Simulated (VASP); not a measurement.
A run of VASP 6.6.1 is set up as follows.

INCAR

```
SYSTEM = MgO2
  ALGO = Normal
  EDIFF = 1E-6
  ENCUT = 520
  GGA = PS
  ISIF = 2
  ISMEAR = 0
  LASPH = .True.
  LCHARG = .False.
  LREAL = .False.
  LWAVE = .False.
  NBANDS = 14
  NELM = 100
  PREC = Accurate
  SIGMA = 0.02
```

Contents of KPOINTS:

```
k-points
0
Gamma
  12 12 12
  0 0 0
```

POSCAR

```
MgO2
1.0
    1.5244127844      0.8801201314      3.3962191994
   -1.5244127844      0.8801201314      3.3962191994
    0.0000000000     -1.7602402628      3.3962191994
Mg O
1 2
Direct
    0.0000000000      0.0000000000      0.0000000000
    0.4292205970      0.4292205970      0.4292205970
    0.5707794030      0.5707794030      0.5707794030
```

Potentials or basis: VASP PAW PBE potentials, release 64 (Mg, O).

Command:

```sh
$ cat potpaw_PBE.64/Mg/POTCAR potpaw_PBE.64/O/POTCAR > POTCAR
$ mpirun -np 1 vasp_std > vasp.out
```

Problem. What does it give for the largest force?

Solution. 0.222 eV/Å.

Problem. Estimate the band gap on the k mesh.

Solution. 2.75 eV.

Problem. What does it give for the pressure?

Solution. 14.7 GPa.

Forces in eV/Å, atoms in the order of the input:
```
Mg   0.000  0.000  0.000
O    0.000  0.000 -0.222
O    0.000  0.000  0.222
```

Caveat: the cell stands under pressure; the PAW data sets were made with another functional, which shifts forces and pressure a little. A k mesh can miss the band edges.
